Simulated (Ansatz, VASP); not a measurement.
## Cu in VASP and in Ansatz

The input INCAR:

```
SYSTEM = Cu
  ALGO = Normal
  EDIFF = 1E-6
  ENCUT = 520
  GGA = PE
  ISIF = 2
  ISMEAR = 0
  LASPH = .TRUE.
  LCHARG = .FALSE.
  LREAL = .FALSE.
  LWAVE = .FALSE.
  NBANDS = 12
  NELM = 60
  PREC = Accurate
  SIGMA = 0.15
```

KPOINTS

```
k-points
0
G
  22 22 22
  0 0 0
```

POSCAR

```
Cu
1.0
    0.0000000000      1.8075000000      1.8075000000
    1.8255750000      0.0000000000      1.8075000000
    1.8255750000      1.8075000000      0.0000000000
Cu
1
Direct
    0.0000000000      0.0000000000      0.0000000000
```

Input for Ansatz:

```yaml
crystal:
  lattice:
    - [0.0, 1.8075, 1.8075]
    - [1.825575, 0.0, 1.8075]
    - [1.825575, 1.8075, 0.0]
  atoms:
    - { symbol: Cu, position: [0.0, 0.0, 0.0] }
basis:
  ecutwfc: 420
kpoints:
  mp_grid: { grid: [22, 22, 22] }
hamiltonian:
  xc: pbe
scf:
  occupations: { method: gaussian, width: 0.15 }
output:
  forces: true
  stress: true
  eigenvalues: true
```

Change from the starting cell: strain +0.0100 x Voigt [1, 0, 0, 0, 0, 0], atoms carried along.

Alike in both runs: task single point; functional PBE; k mesh 22 × 22 × 22; occupations gaussian, width 0.15 eV; no spin polarisation.

|  | VASP | Ansatz |
| --- | --- | --- |
| version | VASP 6.6.1 | Ansatz 0.2.0 |
| potentials or method | VASP PAW PBE potentials, release 64 (Cu), cutoff 520 eV | scalar-relativistic, plane waves, PAW |
| valence electrons in the cell | 11 | 19 |

|  | VASP | Ansatz | Ansatz less VASP |
| --- | --- | --- | --- |
| gap on the k mesh at the Fermi level (eV) | none | none | - |
| pressure (GPa) | 0.9 | 0.3 | -0.53 |
| traceless stress, the component that is largest in VASP (GPa) | -0.39 | -0.39 | -0.009 |

A gap of «none» marks a metal or a gap that the smearing closes. VASP's potentials hold 11 valence electrons a cell and Ansatz's 19, so a difference there can come from the potentials and not from the codes.
